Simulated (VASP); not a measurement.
Write the native input for VASP 6.6.1 that does the following.

```yaml
Task: single point
Functional: r2SCAN
Potentials_or_basis: VASP PAW PBE potentials, release 64 (In_d, Pd)
Cutoff: 520 eV
k_mesh: 8 × 8 × 8
Occupations: fermi-dirac, width 0.05 eV
Spin: no spin polarisation
Dipole_correction: no
Further_INCAR_settings: ALGO = Normal; EDIFF = 1e-06; NBANDS = 18
```

InPd:

```xyz
2
Lattice="3.2277 0.0000 0.0000 0.0000 3.2277 0.0000 0.0000 0.0000 3.2277" Properties=species:S:1:pos:R:3 pbc="T T T"
In    0.0000    0.0000    0.0000
Pd    1.6138    1.6138    1.6138
```

The input as run:

POSCAR

```
InPd
1.0
    3.2276647001      0.0000000000      0.0000000000
    0.0000000000      3.2276647001      0.0000000000
    0.0000000000      0.0000000000      3.2276647001
In Pd
1 1
Direct
    0.0000000000      0.0000000000      0.0000000000
    0.5000000000      0.5000000000      0.5000000000
```

INCAR.step1

```
SYSTEM = InPd
PREC = Accurate
ENCUT = 520
ISMEAR = -1
SIGMA = 0.05
LREAL = .FALSE.
LASPH = .TRUE.
NELM = 80
NBANDS = 18
GGA = PE
ALGO = Normal
EDIFF = 1E-4
LWAVE = .TRUE.
LCHARG = .FALSE.
```

INCAR.step2

```
SYSTEM = InPd
PREC = Accurate
ENCUT = 520
EDIFF = 1E-6
ISMEAR = -1
SIGMA = 0.05
LREAL = .FALSE.
LASPH = .TRUE.
NELM = 80
ALGO = Normal
ISIF = 2
LWAVE = .FALSE.
LCHARG = .FALSE.
METAGGA = R2SCAN
LMIXTAU = .TRUE.
NBANDS = 18
ISTART = 1
```

KPOINTS

```
regular mesh
0
G
  8 8 8
  0 0 0
```

Potentials or basis: VASP PAW PBE potentials, release 64 (In_d, Pd).

The run is started by

```bash
$ cat potpaw_PBE.64/In_d/POTCAR potpaw_PBE.64/Pd/POTCAR > POTCAR
$ cp INCAR.step1 INCAR
$ mpirun -np 1 vasp_std > vasp.out
$ cp INCAR.step2 INCAR
$ mpirun -np 1 vasp_std > vasp.out
```

Results of the run:

The pressure is 6.1 GPa.

Caveat: the PAW data sets were made with another functional, which shifts forces and pressure a little.

Wall time 33 s on 1 thread of Intel(R) Xeon(R) Platinum 8488C (Sapphire Rapids), with other jobs on the host, peak memory 0.15 GiB.
